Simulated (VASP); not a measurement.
Input of a VASP 6.6.1 run:

INCAR

```
PREC = Accurate
ENCUT = 520
EDIFF = 1E-6
ISMEAR = 0
SIGMA = 0.1
LREAL = F
LASPH = T
NELM = 80
ALGO = Normal
ISIF = 2
LWAVE = F
LCHARG = F
GGA = PE
NBANDS = 42
```

File KPOINTS:

```
regular mesh
0
Gamma
  6 6 6
```

The input POSCAR:

```
ZnIn2Cl4
1.0
   -2.5343711000      2.5343711000      7.7693203000
    2.5343711000     -2.5343711000      7.7693203000
    2.5343711000      2.5343711000     -7.7693203000
Zn In Cl
1 2 4
Direct
    0.0000000000      0.0000000000      0.0000000000
    0.3618850000      0.3618850000      0.0000000000
    0.6381150000      0.6381150000      0.0000000000
    0.8464350000      0.8464350000      0.0000000000
    0.0000000000      0.5000000000      0.5000000000
    0.5000000000      0.0000000000      0.5000000000
    0.1535650000      0.1535650000      0.0000000000
```

Potentials or basis: VASP PAW PBE potentials, release 64 (Zn, In_d, Cl).

Launch:

```bash
$ cat potpaw_PBE.64/Zn/POTCAR potpaw_PBE.64/In_d/POTCAR potpaw_PBE.64/Cl/POTCAR > POTCAR
$ mpirun -np 1 vasp_std > vasp.out
```

Q: Estimate the band gap on the k mesh.

A: 2.12 eV (least direct gap 2.58 eV).

Q: Predict the pressure.

A: 0.0 GPa.

Q: Predict the largest force.

A: 0.012 eV/Å.

Forces on the atoms (eV/Å):
```
Zn   0.000  0.000  0.000
In   0.000  0.000  0.000
In   0.000  0.000  0.000
Cl   0.000  0.000 -0.012
Cl   0.000  0.000  0.000
Cl   0.000  0.000  0.000
Cl   0.000  0.000  0.012
```

Caveat: spin-orbit coupling is left out, which moves the levels of the heavy elements. A k mesh can miss the band edges.
